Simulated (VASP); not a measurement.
A run of VASP 6.6.1 is set up as follows.

Contents of INCAR:

```
PREC = Accurate
ENCUT = 520
EDIFF = 1E-7
ISMEAR = -1
SIGMA = 0.03
LREAL = False
LASPH = True
NELM = 80
ALGO = Normal
ISIF = 2
LWAVE = False
LCHARG = True
LELF = True
LVHAR = True
NBANDS = 16
```

Contents of KPOINTS:

```
Automatic mesh
0
Gamma
  7 7 7
```

The input POSCAR:

```
AgCl
1.0
    0.0000000000      2.7350000000      2.7350000000
    2.7350000000      0.0000000000      2.7350000000
    2.7350000000      2.7350000000      0.0000000000
Ag Cl
1 1
Direct
    0.0250000000      0.0250000000     -0.0250000000
    0.4750000000      0.4750000000      0.5250000000
```

Potentials or basis: VASP PAW LDA potentials, release 64 (Ag, Cl).

Command:

```sh
$ cat potpaw_LDA.64/Ag/POTCAR potpaw_LDA.64/Cl/POTCAR > POTCAR
$ mpirun -np 1 vasp_std > vasp.out
```

**Question.** Predict the pressure.

**Answer.** -2.2 GPa.

**Question.** Estimate the band gap on the k mesh.

**Answer.** 0.80 eV, indirect (least direct gap 2.15 eV).

Stress tensor (GPa, compression positive):
```
-3.70  0.00  0.00
 0.00 -3.70  0.00
 0.00  0.00  0.66
```

Caveat: the cell differs from its parent crystal (shortest bond scaled by 1.1). A k mesh can miss the band edges.
